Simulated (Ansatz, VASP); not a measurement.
# One calculation of BeS, two programs

```xyz
2
Lattice="0.0000 2.4379 2.4379 2.4379 0.0000 2.4379 2.4379 2.4379 0.0000" Properties=species:S:1:pos:R:3 pbc="T T T"
Be    0.0000    0.0000    0.0000
S     1.2189    1.2189    1.2189
```

Alike in both runs: functional PBE; k mesh 8 × 8 × 8; occupations gaussian, width 0.02 eV; no spin polarisation.

Ansatz relaxed the structure, and its values are those at the end. VASP's run is a single point on that final structure, the one shown.

|  | VASP | Ansatz |
| --- | --- | --- |
| version | VASP 6.6.1 | Ansatz 0.2.0 |
| potentials or method | VASP PAW PBE potentials, release 64 (Be, S), cutoff 600 eV | scalar-relativistic, plane waves, PAW |
| valence electrons in the cell | 8 | 8 |

VASP gave:

```
gap on the k mesh at the Fermi level (eV) : 3.15
least direct gap on the mesh (eV)         : 5.68
pressure (GPa)                            : 0.1
```

Which values does Ansatz return?

gap on the k mesh at the Fermi level (eV): 3.15; least direct gap on the mesh (eV): 5.66; pressure (GPa): 0.0.
